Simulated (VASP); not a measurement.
# TaN (Pm-3m) in VASP: a series of runs, part 2 of 3

VASP 6.6.1.

### Step 3. Single point, PBEsol

This run uses another cell than the first one, of 10.06 Å³/atom, 1.007 times its volume.

Input file INCAR:

```
PREC = Accurate
ENCUT = 600
EDIFF = 1E-6
ISMEAR = -1
SIGMA = 0.05
LREAL = F
LASPH = T
NELM = 120
ALGO = Normal
ISIF = 2
LWAVE = F
LCHARG = F
GGA = PS
NBANDS = 16
GGA_COMPAT = F
```

Input file KPOINTS:

```
regular mesh
0
Gamma
  10 10 10
```

Input file POSCAR:

```
TaN
1.0
    2.7202861566      0.0000000000      0.0000000000
    0.0000000000      2.7202861566      0.0000000000
    0.0000000000      0.0000000000      2.7202861566
Ta N
1 1
Direct
    0.0000000000      0.0000000000      0.0000000000
    0.5000000000      0.5000000000      0.5000000000
```

Potentials or basis: VASP PAW PBE potentials, release 64 (Ta_sv_GW, N).

Run with:

```bash
$ cat potpaw_PBE.64/Ta_sv_GW/POTCAR potpaw_PBE.64/N/POTCAR > POTCAR
$ mpirun -np 1 vasp_std > vasp.out
```

OUTCAR:

```text
PREC = Accurate
   ENCUT = 600
   EDIFF = 1E-6
   ISMEAR = -1
   LREAL = F
   LASPH = T
   NELM = 120
   ISIF = 2
   GGA = PS

 ion  position               nearest neighbor table
   1  0.000  0.000  0.000-   2 2.36   2 2.36   2 2.36   2 2.36   2 2.36   2 2.36   2 2.36   2 2.36

   2  0.500  0.500  0.500-   1 2.36   1 2.36   1 2.36   1 2.36   1 2.36   1 2.36   1 2.36   1 2.36

  LATTYP: Found a simple cubic cell.
 ALAT       =     2.7202861566

  Lattice vectors:

 A1 = (   2.7202861566,   0.0000000000,   0.0000000000)
 A2 = (   0.0000000000,   2.7202861566,   0.0000000000)
 A3 = (   0.0000000000,   0.0000000000,   2.7202861566)

Analysis of symmetry for initial positions (statically):
=====================================================================
 Subroutine PRICEL returns:
 Original cell was already a primitive cell.

 Routine SETGRP: Setting up the symmetry group for a
 simple cubic supercell.

 Subroutine GETGRP returns: Found 48 space group operations
 (whereof 48 operations were pure point group operations)
 out of a pool of 48 trial point group operations.

The static configuration has the point symmetry O_h .

Analysis of symmetry for dynamics (positions and initial velocities):
=====================================================================
 Subroutine PRICEL returns:
 Original cell was already a primitive cell.

 Routine SETGRP: Setting up the symmetry group for a
 simple cubic supercell.

 Subroutine GETGRP returns: Found 48 space group operations
 (whereof 48 operations were pure point group operations)
 out of a pool of 48 trial point group operations.

The dynamic configuration has the point symmetry O_h .

 Subroutine INISYM returns: Found 48 space group operations
 (whereof 48 operations are pure point group operations),
 and found     1 'primitive' translations

----------------------------------------------------------------------------------------

                                     Primitive cell

  volume of cell :      20.1300

  direct lattice vectors                    reciprocal lattice vectors
     2.720286157  0.000000000  0.000000000     0.367608385  0.000000000  0.000000000
     0.000000000  2.720286157  0.000000000     0.000000000  0.367608385  0.000000000
     0.000000000  0.000000000  2.720286157     0.000000000  0.000000000  0.367608385

  length of vectors
     2.720286157  2.720286157  2.720286157     0.367608385  0.367608385  0.367608385

  position of ions in fractional coordinates (direct lattice)
     0.000000000  0.000000000  0.000000000
     0.500000000  0.500000000  0.500000000

  ion indices of the primitive-cell ions
   primitive index   ion index
                 1           1
                 2           2

----------------------------------------------------------------------------------------

 KPOINTS: regular mesh

Automatic generation of k-mesh.
 Grid dimensions read from file:
 generate k-points for:   10   10   10

 Generating k-lattice:

  Cartesian coordinates                     Fractional coordinates (reciprocal lattice)
     0.036760838  0.000000000  0.000000000     0.100000000  0.000000000  0.000000000
     0.000000000  0.036760838  0.000000000     0.000000000  0.100000000  0.000000000
     0.000000000  0.000000000  0.036760838     0.000000000  0.000000000  0.100000000

  Length of vectors
     0.036760838  0.036760838  0.036760838

  Shift w.r.t. Gamma in fractional coordinates (k-lattice)
     0.000000000  0.000000000  0.000000000

 Subroutine IBZKPT returns following result:
 ===========================================

 Found     56 irreducible k-points:

 Following reciprocal coordinates:
            Coordinates               Weight
  0.000000  0.000000  0.000000      1.000000
  0.100000  0.000000  0.000000      6.000000
  0.200000  0.000000  0.000000      6.000000
  0.300000  0.000000  0.000000      6.000000
  0.400000  0.000000  0.000000      6.000000
  0.500000  0.000000  0.000000      3.000000
[... 16 lines left out ...]
  0.200000  0.100000  0.100000     24.000000
  0.300000  0.100000  0.100000     24.000000
 [... further k-points ...]
   k-points           NKPTS =     56   k-points in BZ     NKDIM =     56   number of bands    NBANDS=     16
   number of dos      NEDOS =    301   number of ions     NIONS =      2
   total plane-waves  NPLWV =  13824
   dimension x,y,z NGX =    24 NGY =   24 NGZ =   24
   dimension x,y,z NGXF=    48 NGYF=   48 NGZF=   48
   ions per type =               1   1
   NGX,Y,Z   is equivalent  to a cutoff of  14.67, 14.67, 14.67 a.u.
   NGXF,Y,Z  is equivalent  to a cutoff of  29.33, 29.33, 29.33 a.u.
 SYSTEM =  unknown system
   PREC   = accura    normal or accurate (medium, high low for compatibility)
   ISTART =      0    job   : 0-new  1-cont  2-samecut
   ICHARG =      2    charge: 1-file 2-atom 10-const
   ISPIN  =      1    spin polarized calculation?
   LNONCOLLINEAR =      F non collinear calculations
   LSORBIT =      F    spin-orbit coupling
   LASPH  =      T    aspherical Exc in radial PAW
   ENCUT  =  600.0 eV  44.10 Ry    6.64 a.u.   5.43  5.43  5.43*2*pi/ulx,y,z
   NELM   =    120;   NELMIN=  2; NELMDL= -5     # of ELM steps
   EDIFF  = 0.1E-05   stopping-criterion for ELM
   LREAL  =      F    real-space projection
   EDIFFG = 0.1E-04   stopping-criterion for IOM
   NSW    =      0    number of steps for IOM
   IBRION =     -1    ionic relax: 0-MD 1-quasi-New 2-CG
   NFREE  =      0    steps in history (QN), initial steepest desc. (CG)
   ISIF   =      2    stress and relaxation
   ISYM   =      2    0-nonsym 1-usesym 2-fastsym
   POTIM  = 0.5000    time-step for ionic-motion
   TEBEG  =    0.0;   TEEND  =   0.0 temperature during run
   PSTRESS=    0.0 pullay stress
   NELECT =      18.0000    total number of electrons
   NUPDOWN=      -1.0000    fix difference up-down
   EMIN   =  10.00;   EMAX   =-10.00  energy-range for DOS
   EFERMI =   0.00;   METHOD = LEGACY
   ISMEAR =    -1;   SIGMA  =   0.05  broadening in eV -4-tet -1-fermi 0-gaus
   EFERMI_NEDOS =   21; number of points for ismear=-14 and -15
   IALGO  =     38    algorithm
   IMIX   =      4    mixing-type and parameters
     AMIX     =   0.40;   BMIX     =  1.00
     AMIX_MAG =   1.60;   BMIX_MAG =  1.00
  volume/ion in A,a.u.               =      10.06        67.92
  Fermi-wavevector in a.u.,A,eV,Ry     =   1.577191  2.980460 33.844938  2.487533
  Thomas-Fermi vector in A             =   2.677911
   LORBIT       =      0    0 simple, 1 ext, 2 COOP (PROOUT), +10 PAW based schemes
   GGA     = PS    functional components
   LHFCALC =     F    Hartree Fock is set to
   AEXX    =    0.0000 exact exchange contribution
   IVDW    =     0    specifies the selected vdW correction
   LEPSILON=     F    determine dielectric tensor
   LRPA    =     F    only Hartree local field effects (RPA)
 non-spin polarized calculation
  energy-cutoff  :      600.00
  volume of cell :       20.13
 maximum number of plane-waves:       691
 NGX is ok and might be reduce to    24
   NGX = 11   NGY = 11   NGZ = 11

 number of electron      17.9999998 magnetization

 Free energy of the ion-electron system (eV)
  ---------------------------------------------------
  ext. energy  EPLUGINS =         0.00000000
  ---------------------------------------------------
  free energy    TOTEN  =       -24.81840313 eV

  energy without entropy =      -24.81823451  energy(sigma->0) =      -24.81831882

 E-fermi :  14.0382     XC(G=0): -14.3518

 val. band max:       13.8185373422   @ k =   0.2000   0.2000   0.0000
 cond. band min:      14.2928791368   @ k =   0.3000   0.2000   0.2000
 fundamental gap:      0.4743417946
 Fermi energy:        14.0382331027

 k-point     1 :       0.0000    0.0000    0.0000
  band No.  band energies     occupation
      1     -55.1555      2.00000
      2     -21.0912      2.00000
      3     -21.0912      2.00000
      4     -21.0912      2.00000
      5      -4.5125      2.00000
      6       9.0136      2.00000
[... 8 lines left out ...]
     15      31.7271      0.00000
     16      31.7271      0.00000

 k-point     2 :       0.1000    0.0000    0.0000
  band No.  band energies     occupation
      1     -55.1461      2.00000
      2     -21.2387      2.00000
      3     -21.0782      2.00000
      4     -21.0782      2.00000
      5      -4.2953      2.00000
      6       8.6928      2.00000
[... 8 lines left out ...]
     15      29.8776      0.00000
     16      31.9711      0.00000
[... 387 lines left out ...]
      5      -3.3878      2.00000
      6       7.6066      2.00000
[... 8 lines left out ...]
     15      28.2543      0.00000
     16      31.2451      0.00000

 k-point    24 :       0.3000    0.1000    0.1000
  band No.  band energies     occupation
      1     -55.0729      2.00000
      2     -22.0022      2.00000
      3     -21.1369      2.00000
      4     -21.1150      2.00000
      5      -2.6934      2.00000
      6       6.0605      2.00000
[... 8 lines left out ...]
     15      26.4059      0.00000
     16      30.2202      0.00000

 [... further k-points ...]
[... 5 lines left out ...]
  --------------------------------------------------------------------------------------
  -------------------------------------------------------------------------------------
  Total       -0.0128735     -0.0128735     -0.0128735      0.0000000     -0.0000000      0.0000000
  in kB       -1.0246182     -1.0246182     -1.0246182      0.0000000     -0.0000000      0.0000000
  external PRESSURE =      -1.0246182 kB  Pullay stress =       0.0000000 kB

 VOLUME and BASIS-vectors are now :
 -----------------------------------------------------------------------------
  energy-cutoff  :      600.00
  volume of cell :       20.13
      direct lattice vectors                 reciprocal lattice vectors
     2.720286157  0.000000000  0.000000000     0.367608385  0.000000000  0.000000000
     0.000000000  2.720286157  0.000000000     0.000000000  0.367608385  0.000000000
     0.000000000  0.000000000  2.720286157     0.000000000  0.000000000  0.367608385

 POSITION                                       TOTAL-FORCE (eV/Angst)
 -----------------------------------------------------------------------------------
      0.00000      0.00000      0.00000         0.000000      0.000000      0.000000
      1.36014      1.36014      1.36014         0.000000      0.000000      0.000000
 -----------------------------------------------------------------------------------
    total drift:                                0.000000      0.000000     -0.000000

  FREE ENERGIE OF THE ION-ELECTRON SYSTEM (eV)
  ---------------------------------------------------
  free  energy   TOTEN  =       -24.8184031278 eV

  energy  without entropy=      -24.8182345055  energy(sigma->0) =      -24.81831882
```

OSZICAR:

```text
N       E                     dE             d eps       ncg     rms          rms(c)
DAV:   1     0.977577208978E+02    0.97758E+02   -0.12116E+04  1800   0.130E+03
DAV:   2    -0.247381992464E+02   -0.12250E+03   -0.11721E+03  2488   0.319E+02
DAV:   3    -0.280017846188E+02   -0.32636E+01   -0.32596E+01  2048   0.499E+01
DAV:   4    -0.280205298016E+02   -0.18745E-01   -0.18745E-01  2384   0.418E+00
DAV:   5    -0.280210020574E+02   -0.47226E-03   -0.47226E-03  2408   0.390E-01    0.607E+01
DAV:   6    -0.249611865340E+02    0.30598E+01   -0.50359E+00  2152   0.213E+01    0.563E+01
DAV:   7    -0.248570846976E+02    0.10410E+00   -0.44262E-01  2008   0.560E+00    0.220E+01
DAV:   8    -0.248188362323E+02    0.38248E-01   -0.86732E-02  2128   0.242E+00    0.202E+00
DAV:   9    -0.248183999881E+02    0.43624E-03   -0.26777E-03  2176   0.551E-01    0.734E-01
DAV:  10    -0.248184231947E+02   -0.23207E-04   -0.99381E-04  1928   0.343E-01    0.120E-01
DAV:  11    -0.248184067105E+02    0.16484E-04   -0.64798E-05  1976   0.827E-02    0.776E-02
DAV:  12    -0.248184031043E+02    0.36062E-05   -0.99232E-06  2296   0.323E-02    0.516E-03
DAV:  13    -0.248184031278E+02   -0.23531E-07   -0.78838E-07  1128   0.669E-03
   1 F= -.24818403E+02 E0= -.24818319E+02  d E =-.168622E-03
```

Run time: 18 s. Hardware: 1 thread of Intel Xeon Platinum 8488C (Sapphire Rapids), shared host; peak memory 0.15 GiB.

Results:

```yaml
Free_energy: -24.8184 eV
Pressure: -0.1 GPa
Band_gap_on_the_k_mesh: zero (band 9 reaches 20.35 eV, above the bottom of band 10 at 11.26 eV)
```

Caveat: the PAW data sets were made with another functional, which shifts forces and pressure a little; spin-orbit coupling is left out, which moves the levels of the heavy elements.

(Continued in part 3 of 3.)
